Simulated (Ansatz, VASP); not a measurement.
## Zn: VASP beside Ansatz

INCAR

```
SYSTEM = Zn
  PREC = Accurate
  ENCUT = 520
  EDIFF = 1E-6
  ISMEAR = -1
  SIGMA = 0.08
  LREAL = .FALSE.
  LASPH = .TRUE.
  NELM = 100
  ALGO = Normal
  ISIF = 2
  LWAVE = .FALSE.
  LCHARG = .FALSE.
  LDIPOL = .TRUE.
  IDIPOL = 3
  DIPOL = 0.5 0.5 0.500
  GGA = PE
  NBANDS = 25
```

KPOINTS

```
Automatic mesh
0
G
  16 16 1
  0 0 0
```

The input POSCAR:

```
Zn
1.0
    2.6356265346      0.0000000000      0.0000000000
   -1.3178132673      2.2825195338      0.0000000000
    0.0000000000      0.0000000000     21.0925000000
Zn
3
Direct
    0.0000000000      0.0000000000      0.3792808542
    0.3333333340      0.6666666660      0.5000000000
    0.0000000000      0.0000000000      0.6207191458
```

Input for Ansatz:

```yaml
crystal:
  lattice:
    - [2.6356265346, 0.0, 0.0]
    - [-1.3178132673, 2.2825195338, 0.0]
    - [0.0, 0.0, 21.0925]
  atoms:
    - { symbol: Zn, position: [0.0, 0.0, 0.3792808542] }
    - { symbol: Zn, position: [0.333333334, 0.666666666, 0.5] }
    - { symbol: Zn, position: [0.0, 0.0, 0.6207191458] }
kpoints:
  mp_grid: { grid: [16, 16, 1] }
scf:
  occupations: { method: fermi_dirac, width: 0.08 }
hamiltonian:
  xc: pbe
  pseudopotentials: { kind: paw }
output:
  forces: true
  stress: true
  eigenvalues: true
  populations: true
efield:
  axis: 3
  amplitude: 0
  dipole_correction: true
```

Alike in both runs: task single point; functional PBE; k mesh 16 × 16 × 1; occupations fermi-dirac, width 0.08 eV; no spin polarisation.

|  | VASP | Ansatz |
| --- | --- | --- |
| version | VASP 6.6.1 | Ansatz 0.2.0 |
| potentials or method | VASP PAW PBE potentials, release 64 (Zn) | PAW with Ansatz's default frozen-core files, scalar-relativistic |
| plane-wave cutoff (eV) | 520 | 420 |
| valence electrons in the cell | 36 | 36 |

|  | VASP | Ansatz | Ansatz less VASP |
| --- | --- | --- | --- |
| rms of the force components (eV/Å) | 0.016 | 0.019 | +0.0026 |

Atom by atom the forces differ by 0.003 eV/Å (rms over components). With one functional, cell and mesh, what is left measures potentials, basis and numerics.
